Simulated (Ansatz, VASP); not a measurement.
Pd: VASP beside Ansatz

INCAR

```
  PREC = Accurate
  ENCUT = 520
  EDIFF = 1E-6
  ISMEAR = -1
  SIGMA = 0.1
  LREAL = F
  LASPH = T
  NELM = 60
  ALGO = Normal
  ISIF = 2
  LWAVE = F
  LCHARG = F
  GGA = PS
  NBANDS = 22
```

File KPOINTS:

```
regular mesh
0
Gamma
  9 9 13
```

File POSCAR:

```
Pd
1.0
    4.3043526927      0.0000000000      0.0000000000
   -2.1521763464      3.7276787787      0.0000000000
    0.0000000000      0.0000000000      2.5615423442
Pd
3
Direct
    0.0000000000      0.0000000000      0.0000000000
    0.3333333333      0.6666666667      0.5000000000
    0.6666666667      0.3333333333      0.5000000000
```

Input for Ansatz:

```yaml
crystal:
  lattice:
    - [4.3043526927, 0.0, 0.0]
    - [-2.1521763464, 3.7276787787, 0.0]
    - [0.0, 0.0, 2.5615423442]
  atoms:
    - { symbol: Pd, position: [0.0, 0.0, 0.0] }
    - { symbol: Pd, position: [0.3333333333, 0.6666666667, 0.5] }
    - { symbol: Pd, position: [0.6666666667, 0.3333333333, 0.5] }
hamiltonian:
  xc: pbesol
  pseudopotentials:
    kind: paw
    azcp:
      Pd: "pseudopotentials/Pd.paw.azcp"
basis:
  ecutwfc: 420
  fft_grid_basis: typed
kpoints:
  mp_grid: { grid: [9, 9, 13], shift: [0, 0, 0] }
magnetization:
  spin_polarized: false
scf:
  occupations: { method: fermi_dirac, width: 0.1 }
  lower_state_search: "off"
output:
  stress: true
```

Alike in both runs: task single point; functional PBEsol; k mesh 9 × 9 × 13; occupations fermi-dirac, width 0.1 eV; no spin polarisation.

|  | VASP | Ansatz |
| --- | --- | --- |
| version | VASP 6.6.1 | Ansatz 0.2.0 |
| potentials or method | VASP PAW PBE potentials, release 64 (Pd), cutoff 520 eV | plane waves (420 eV) with PAW, scalar-relativistic |
| valence electrons in the cell | 30 | 54 |

```tsv
	VASP	Ansatz	Ansatz less VASP
pressure (GPa)	19.8	20.3	+0.56
traceless stress, the component that is largest in VASP (GPa)	0.28	0.23	-0.049
```

VASP's potentials were made for PBE, not for PBEsol, and Ansatz warns of the same on its side. The functional is the same, so the differences come from potentials, cutoffs and numerics. VASP's potentials hold 30 valence electrons a cell and Ansatz's 54, so a difference there can come from the potentials and not from the codes.
